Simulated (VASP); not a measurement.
Here is a VASP 6.6.1 calculation.

POSCAR

```
GdO
1.0
    0.0000000000      2.7000000000      2.7000000000
    2.7000000000      0.0000000000      2.7000000000
    2.7000000000      2.7000000000      0.0000000000
Gd O
1 1
Direct
    0.0000000000      0.0000000000      0.0000000000
    0.2500000000      0.2500000000      0.2500000000
```

The input INCAR.step1:

```
PREC = Accurate
ENCUT = 520
EDIFF = 1E-5
ISMEAR = -1
SIGMA = 0.05
LREAL = False
LASPH = True
NELM = 150
ALGO = Normal
ISIF = 2
LWAVE = True
ISPIN = 2
MAGMOM = 7 0
LORBIT = 11
LMAXMIX = 6
NBANDS = 23
GGA = PE
KPAR = 4
```

INCAR.step2

```
PREC = Accurate
ENCUT = 520
EDIFF = 1E-6
ISMEAR = -1
SIGMA = 0.05
LREAL = False
LASPH = True
NELM = 150
ALGO = Normal
ISIF = 2
LWAVE = False
LCHARG = True
ISPIN = 2
MAGMOM = 7 0
LORBIT = 11
LMAXMIX = 6
GGA = B3
LHFCALC = True
AEXX = 0.2
AGGAX = 0.72
AGGAC = 0.81
ALDAC = 0.19
PRECFOCK = Normal
LVHAR = True
NBANDS = 23
ISTART = 1
KPAR = 4
```

Contents of KPOINTS:

```
Automatic mesh
0
Gamma
  5 5 5
```

Potentials or basis: VASP PAW PBE potentials, release 64 (Gd, O).

Launch:

```sh
$ cat potpaw_PBE.64/Gd/POTCAR potpaw_PBE.64/O/POTCAR > POTCAR
$ cp INCAR.step1 INCAR
$ mpirun -np 4 vasp_std > vasp.out
$ cp INCAR.step2 INCAR
$ mpirun -np 4 vasp_std > vasp.out
```

Problem. Predict the pressure.

Solution. 1.0 GPa.

Problem. Estimate the net moment.

Solution. 7.98 μB per cell.

Caveat: the k points lie up to 0.40 Å⁻¹ apart, too coarse for converged energies and pressures of a metal; the PAW data sets were made with another functional, which shifts forces and pressure a little; a cell with one magnetic atom can't hold antiferromagnetic order, which such compounds often take. The state reached can hang on the start; a lower one may exist.
